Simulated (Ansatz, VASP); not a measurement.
## One calculation of Sr, two programs

```
CELL_PARAMETERS angstrom
0.00000 3.01914 3.01914
3.01914 0.00000 3.01914
3.01914 3.01914 0.00000
ATOMIC_POSITIONS crystal
Sr 0.00000 0.00000 0.00000
```

Alike in both runs: task single point; functional PBE; k mesh 9 × 9 × 9; occupations methfessel-paxton of order 1, width 0.3 eV; no spin polarisation.

|  | VASP | Ansatz |
| --- | --- | --- |
| version | VASP 6.6.1 | Ansatz 0.2.0 |
| potentials or method | VASP PAW PBE potentials, release 64 (Sr_sv), cutoff 520 eV | plane waves (420 eV) with PAW, scalar-relativistic |
| valence electrons in the cell | 10 | 10 |

```csv
,VASP,Ansatz,Ansatz less VASP
pressure (GPa),0.0,0.0,-0.01
```
